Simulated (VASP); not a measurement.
# ZnPd4F3 (Cmmm) in VASP: single point with PBE

Aim: the single point of ZnPd4F3 with PBE.

Program: VASP 6.6.1. These are calculated values, not measurements. Logs are shortened: lines on timing, memory, paths and dates and some standing lists are left out, and cuts for length are marked.

## (1) The cell of the first run

Symmetry: Cmmm, No. 65, orthorhombic system. Conventional cell: a = 6.419 Å, b = 12.612 Å, c = 2.956 Å, α = 90.00°, β = 90.00°, γ = 90.00°. Zn (site symmetry mmm) has 8 Pd at 2.54 Å and 2 Zn at 2.96 Å within 3.3 Å. Pd (site symmetry m) has 3 F at 2.30 to 2.35 Å and 2 Zn at 2.54 Å and 4 Pd at 2.81 to 3.02 Å within 3.1 Å. Within 3.0 Å of F (site symmetry m2m) lie 4 Pd at 2.30 to 2.33 Å and 3 F at 2.93 to 2.96 Å. F (site symmetry mmm) has 4 Pd at 2.35 Å and 4 F at 2.93 to 2.96 Å within 3.1 Å.

## (2) Single point, PBE

INCAR

```
PREC = Accurate ; ENCUT = 520
EDIFF = 1E-6 ; ISMEAR = 0
SIGMA = 0.1 ; LREAL = F
LASPH = T ; NELM = 60
ALGO = Normal ; ISIF = 2
LWAVE = F ; LCHARG = F
GGA = PE ; NBANDS = 46
```

KPOINTS

```
Automatic mesh
0
Gamma
  6 6 12
```

POSCAR

```
ZnPd4F3
1.0
    3.2093253681     -6.3059184248      0.0000000000
    3.2093253681      6.3059184248      0.0000000000
    0.0000000000      0.0000000000      2.9559934883
Zn Pd F
1 4 3
Direct
    0.0000000000      0.0000000000      0.5000000000
    0.3385482299      0.0992399757      0.0000000000
    0.9007600243      0.6614517701      0.0000000000
    0.0992399757      0.3385482299      0.0000000000
    0.6614517701      0.9007600243      0.0000000000
    0.2672970951      0.7327029049      0.0000000000
    0.7327029049      0.2672970951      0.0000000000
    0.5000000000      0.5000000000      0.0000000000
```

Potentials or basis: VASP PAW PBE potentials, release 64 (Zn, Pd, F).

Command:

```bash
cat potpaw_PBE.64/Zn/POTCAR potpaw_PBE.64/Pd/POTCAR potpaw_PBE.64/F/POTCAR > POTCAR
mpirun -np 1 vasp_std > vasp.out
```

OUTCAR:

```text
PREC = Accurate
   ENCUT = 520
   EDIFF = 1E-6
   ISMEAR = 0
   LREAL = F
   LASPH = T
   NELM = 60
   ISIF = 2
   GGA = PE

 ion  position               nearest neighbor table
   1  0.000  0.000  0.500-   2 2.54   3 2.54   4 2.54   5 2.54   2 2.54   3 2.54   4 2.54   5 2.54

   2  0.339  0.099  0.000-   7 2.30   6 2.33   8 2.35   1 2.54   1 2.54   3 2.81   4 3.02   5 3.31

   3  0.901  0.661  0.000-   7 2.30   6 2.33   8 2.35   1 2.54   1 2.54   2 2.81   5 3.02   4 3.31

   4  0.099  0.339  0.000-   6 2.30   7 2.33   8 2.35   1 2.54   1 2.54   5 2.81   2 3.02   3 3.31

   5  0.661  0.901  0.000-   6 2.30   7 2.33   8 2.35   1 2.54   1 2.54   4 2.81   3 3.02   2 3.31

   6  0.267  0.733  0.000-   4 2.30   5 2.30   2 2.33   3 2.33
   7  0.733  0.267  0.000-   2 2.30   3 2.30   4 2.33   5 2.33
   8  0.500  0.500  0.000-   2 2.35   3 2.35   4 2.35   5 2.35

  LATTYP: Found a base centered orthorhombic cell.
 ALAT       =     6.4186507362
 B/A-ratio  =     1.9648735175
 C/A-ratio  =     0.4605319108

  Lattice vectors:

 A1 = (   3.2093253681,  -6.3059184248,   0.0000000000)
 A2 = (   3.2093253681,   6.3059184248,   0.0000000000)
 A3 = (   0.0000000000,   0.0000000000,   2.9559934883)

Analysis of symmetry for initial positions (statically):
=====================================================================
 Subroutine PRICEL returns:
 Original cell was already a primitive cell.

 Routine SETGRP: Setting up the symmetry group for a
 base centered orthorhombic supercell.

 Subroutine GETGRP returns: Found  8 space group operations
 (whereof  8 operations were pure point group operations)
 out of a pool of  8 trial point group operations.

The static configuration has the point symmetry D_2h.

Analysis of symmetry for dynamics (positions and initial velocities):
=====================================================================
 Subroutine PRICEL returns:
 Original cell was already a primitive cell.

 Routine SETGRP: Setting up the symmetry group for a
 base centered orthorhombic supercell.

 Subroutine GETGRP returns: Found  8 space group operations
 (whereof  8 operations were pure point group operations)
 out of a pool of  8 trial point group operations.

The dynamic configuration has the point symmetry D_2h.

 Subroutine INISYM returns: Found  8 space group operations
 (whereof  8 operations are pure point group operations),
 and found     1 'primitive' translations

----------------------------------------------------------------------------------------

                                     Primitive cell

  volume of cell :     119.6453

  direct lattice vectors                    reciprocal lattice vectors
     3.209325368 -6.305918425  0.000000000     0.155795983 -0.079290591  0.000000000
     3.209325368  6.305918425  0.000000000     0.155795983  0.079290591  0.000000000
     0.000000000  0.000000000  2.955993488     0.000000000  0.000000000  0.338295738

  length of vectors
     7.075618453  7.075618453  2.955993488     0.174812431  0.174812431  0.338295738

  position of ions in fractional coordinates (direct lattice)
     0.000000000  0.000000000  0.500000000
     0.338548230  0.099239976  0.000000000
     0.900760024  0.661451770  0.000000000
     0.099239976  0.338548230  0.000000000
     0.661451770  0.900760024  0.000000000
     0.267297095  0.732702905  0.000000000
     0.732702905  0.267297095  0.000000000
     0.500000000  0.500000000  0.000000000

  ion indices of the primitive-cell ions
   primitive index   ion index
                 1           1
                 2           2
                 3           3
                 4           4
                 5           5
                 6           6
                 7           7
                 8           8

----------------------------------------------------------------------------------------

 KPOINTS: Automatic mesh

Automatic generation of k-mesh.
 Grid dimensions read from file:
 generate k-points for:    6    6   12

 Generating k-lattice:

  Cartesian coordinates                     Fractional coordinates (reciprocal lattice)
     0.025965997 -0.013215099  0.000000000     0.166666667  0.000000000  0.000000000
     0.025965997  0.013215099  0.000000000     0.000000000  0.166666667  0.000000000
     0.000000000  0.000000000  0.028191312     0.000000000  0.000000000  0.083333333

  Length of vectors
     0.029135405  0.029135405  0.028191312

  Shift w.r.t. Gamma in fractional coordinates (k-lattice)
     0.000000000  0.000000000  0.000000000

 Subroutine IBZKPT returns following result:
 ===========================================

 Found     91 irreducible k-points:

 Following reciprocal coordinates:
            Coordinates               Weight
  0.000000  0.000000  0.000000      1.000000
  0.166667  0.000000  0.000000      4.000000
  0.333333 -0.000000  0.000000      4.000000
  0.500000  0.000000  0.000000      2.000000
  0.166667  0.166667  0.000000      2.000000
  0.333333  0.166667  0.000000      4.000000
[... 16 lines left out ...]
  0.333333  0.333333  0.083333      4.000000
  0.500000  0.333333  0.083333      8.000000
 [... further k-points ...]
   k-points           NKPTS =     91   k-points in BZ     NKDIM =     91   number of bands    NBANDS=     46
   number of dos      NEDOS =    301   number of ions     NIONS =      8
   total plane-waves  NPLWV =  69984
   dimension x,y,z NGX =    54 NGY =   54 NGZ =   24
   dimension x,y,z NGXF=   108 NGYF=  108 NGZF=   48
   ions per type =               1   4   3
   NGX,Y,Z   is equivalent  to a cutoff of  12.69, 12.69, 13.50 a.u.
   NGXF,Y,Z  is equivalent  to a cutoff of  25.38, 25.38, 27.00 a.u.
 SYSTEM =  unknown system
   PREC   = accura    normal or accurate (medium, high low for compatibility)
   ISTART =      0    job   : 0-new  1-cont  2-samecut
   ICHARG =      2    charge: 1-file 2-atom 10-const
   ISPIN  =      1    spin polarized calculation?
   LNONCOLLINEAR =      F non collinear calculations
   LSORBIT =      F    spin-orbit coupling
   LASPH  =      T    aspherical Exc in radial PAW
   ENCUT  =  520.0 eV  38.22 Ry    6.18 a.u.  13.16 13.16  5.50*2*pi/ulx,y,z
   NELM   =     60;   NELMIN=  2; NELMDL= -5     # of ELM steps
   EDIFF  = 0.1E-05   stopping-criterion for ELM
   LREAL  =      F    real-space projection
   EDIFFG = 0.1E-04   stopping-criterion for IOM
   NSW    =      0    number of steps for IOM
   IBRION =     -1    ionic relax: 0-MD 1-quasi-New 2-CG
   NFREE  =      0    steps in history (QN), initial steepest desc. (CG)
   ISIF   =      2    stress and relaxation
   ISYM   =      2    0-nonsym 1-usesym 2-fastsym
   POTIM  = 0.5000    time-step for ionic-motion
   TEBEG  =    0.0;   TEEND  =   0.0 temperature during run
   PSTRESS=    0.0 pullay stress
   NELECT =      73.0000    total number of electrons
   NUPDOWN=      -1.0000    fix difference up-down
   EMIN   =  10.00;   EMAX   =-10.00  energy-range for DOS
   EFERMI =   0.00;   METHOD = LEGACY
   ISMEAR =     0;   SIGMA  =   0.10  broadening in eV -4-tet -1-fermi 0-gaus
   EFERMI_NEDOS =   21; number of points for ismear=-14 and -15
   IALGO  =     38    algorithm
   IMIX   =      4    mixing-type and parameters
     AMIX     =   0.40;   BMIX     =  1.00
     AMIX_MAG =   1.60;   BMIX_MAG =  1.00
  volume/ion in A,a.u.               =      14.96       100.93
  Fermi-wavevector in a.u.,A,eV,Ry     =   1.388515  2.623913 26.231680  1.927974
  Thomas-Fermi vector in A             =   2.512634
   LORBIT       =      0    0 simple, 1 ext, 2 COOP (PROOUT), +10 PAW based schemes
   GGA     = PE    functional components
   LHFCALC =     F    Hartree Fock is set to
   AEXX    =    0.0000 exact exchange contribution
   IVDW    =     0    specifies the selected vdW correction
   LEPSILON=     F    determine dielectric tensor
   LRPA    =     F    only Hartree local field effects (RPA)
 non-spin polarized calculation
 Gauss-broadening in eV      SIGMA  =   0.10
  energy-cutoff  :      520.00
  volume of cell :      119.65
 maximum number of plane-waves:      3248
 NGX is ok and might be reduce to    54
   NGX = 27   NGY = 27   NGZ = 11

 number of electron      72.9999996 magnetization

 Free energy of the ion-electron system (eV)
  ---------------------------------------------------
  ext. energy  EPLUGINS =         0.00000000
  ---------------------------------------------------
  free energy    TOTEN  =       -31.53886353 eV

  energy without entropy =      -31.50266342  energy(sigma->0) =      -31.52076347

 E-fermi :   4.3222     XC(G=0): -11.0321

 val. band max:        4.3096884015   @ k =   0.1667   0.0000   0.0000
 cond. band min:       4.3225088125   @ k =   0.3333   0.3333   0.4167
 fundamental gap:      0.0128204110
 Fermi energy:         4.3222246563

 k-point     1 :       0.0000    0.0000    0.0000
  band No.  band energies     occupation
      1     -18.6725      2.00000
      2     -18.5733      2.00000
      3     -18.3579      2.00000
      4      -2.6953      2.00000
      5      -2.1315      2.00000
      6      -2.0054      2.00000
[... 38 lines left out ...]
     45      12.8090      0.00000
     46      15.0094      0.00000

 k-point     2 :       0.1667    0.0000    0.0000
  band No.  band energies     occupation
      1     -18.6650      2.00000
      2     -18.5786      2.00000
      3     -18.3607      2.00000
      4      -2.7171      2.00000
      5      -2.1243      2.00000
      6      -2.0264      2.00000
[... 38 lines left out ...]
     45      12.3396      0.00000
     46      14.7265      0.00000

 k-point     3 :       0.3333   -0.0000    0.0000
  band No.  band energies     occupation
      1     -18.6448      2.00000
      2     -18.5937      2.00000
      3     -18.3659      2.00000
      4      -2.7777      2.00000
      5      -2.1118      2.00000
      6      -2.0474      2.00000
[... 1018 lines left out ...]
     45      12.2925      0.00000
     46      13.9392      0.00000

 k-point    24 :       0.5000    0.3333    0.0833
  band No.  band energies     occupation
      1     -18.6355      2.00000
      2     -18.5758      2.00000
      3     -18.3670      2.00000
      4      -2.7089      2.00000
      5      -2.0988      2.00000
      6      -2.0699      2.00000
[... 38 lines left out ...]
     45      11.9595      0.00000
     46      13.6571      0.00000

 [... further k-points ...]

------------------------ aborting loop because EDIFF is reached ----------------------------------------

  FORCE on cell =-STRESS in cart. coord.  units (eV):
  Direction    XX          YY          ZZ          XY          YZ          ZX
  --------------------------------------------------------------------------------------
  -------------------------------------------------------------------------------------
  Total       -0.1109115     -0.0707444     -0.0350139      0.0000000      0.0000000      0.0000000
  in kB       -1.4852229     -0.9473423     -0.4688734      0.0000000      0.0000000      0.0000000
  external PRESSURE =      -0.9671462 kB  Pullay stress =       0.0000000 kB

 VOLUME and BASIS-vectors are now :
 -----------------------------------------------------------------------------
  energy-cutoff  :      520.00
  volume of cell :      119.65
      direct lattice vectors                 reciprocal lattice vectors
     3.209325368 -6.305918425  0.000000000     0.155795983 -0.079290591  0.000000000
     3.209325368  6.305918425  0.000000000     0.155795983  0.079290591  0.000000000
     0.000000000  0.000000000  2.955993488     0.000000000  0.000000000  0.338295738

 POSITION                                       TOTAL-FORCE (eV/Angst)
 -----------------------------------------------------------------------------------
      0.00000      0.00000      1.47800         0.000000     -0.000000      0.000000
      1.40500     -1.50906      0.00000         0.016465     -0.018724      0.000000
      5.01365     -1.50906      0.00000        -0.016465     -0.018724     -0.000000
      1.40500      1.50906      0.00000         0.016465      0.018724      0.000000
      5.01365      1.50906      0.00000        -0.016465      0.018724     -0.000000
      3.20933      2.93481      0.00000         0.000000      0.004862     -0.000000
      3.20933     -2.93481      0.00000         0.000000     -0.004862      0.000000
      3.20933      0.00000      0.00000         0.000000     -0.000000      0.000000
 -----------------------------------------------------------------------------------
    total drift:                                0.000000      0.000000      0.000000

  FREE ENERGIE OF THE ION-ELECTRON SYSTEM (eV)
  ---------------------------------------------------
  free  energy   TOTEN  =       -31.5388635276 eV

  energy  without entropy=      -31.5026634185  energy(sigma->0) =      -31.52076347
```

Wall time 7.3 min (1 thread of Intel Xeon Platinum 8488C (Sapphire Rapids), shared host); peak memory 0.53 GiB.

Results:

- Free energy: -31.5389 eV
- Pressure: -0.1 GPa
- Largest force: 0.025 eV/Å
- Band gap on the k mesh: zero (an odd number of electrons rules out a gap without spin polarisation)

Forces on the atoms (eV/Å):
```
Zn   0.000  0.000  0.000
Pd   0.016 -0.019  0.000
Pd  -0.016 -0.019  0.000
Pd   0.016  0.019  0.000
Pd  -0.016  0.019  0.000
F    0.000  0.005  0.000
F    0.000 -0.005  0.000
F    0.000  0.000  0.000
```
